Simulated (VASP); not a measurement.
Runs of VASP 6.6.1 on SO (rock salt type). The structure is that of space group Fm-3m (No. 225), or close to it. The cells are those of the table. 

```tsv
level	cell	k mesh	smearing	gap on the mesh (eV)	pressure (GPa)
PBE	a = 3.202 Å, angles 60.0°, 2 atoms	14 × 14 × 14	fermi-dirac 0.0612256 eV	none	8.8
PBE	a = 3.224 Å, angles 60.0°, 2 atoms	14 × 14 × 14	fermi-dirac 0.0612256 eV	none	5.5
r2SCAN	a = 3.213 Å, angles 60.0°, 2 atoms	13 × 13 × 13	fermi-dirac 0.1 eV	none	5.3
PBE	a = 3.246 Å, angles 60.0°, 2 atoms	14 × 14 × 14	fermi-dirac 0.0612256 eV	none	2.4
PBE	a = 3.268 Å, angles 60.0°, 2 atoms	14 × 14 × 14	fermi-dirac 0.0612256 eV	none	-0.3
PBE	a = 3.311 Å, angles 60.0°, 2 atoms	14 × 14 × 14	fermi-dirac 0.0612256 eV	none	(b)
PBE	a = 3.332 Å, angles 60.0°, 2 atoms	14 × 14 × 14	fermi-dirac 0.0612256 eV	none	(a)
PBE	a = 3.290 Å, angles 60.0°, 2 atoms	14 × 14 × 14	fermi-dirac 0.0612256 eV	none	-2.7
```

Alike in all rows: task single point; potentials or basis VASP PAW PBE potentials, release 64 (S, O); no spin polarisation; cutoff (eV) 520.

**Question.** Fill in the values left out.

**Answer.** (a) -6.8; (b) -4.9.

Caveats: the PAW data sets were made with another functional, which shifts forces and pressure a little (some runs).

A gap of «none» marks levels without a gap at the run's occupations.
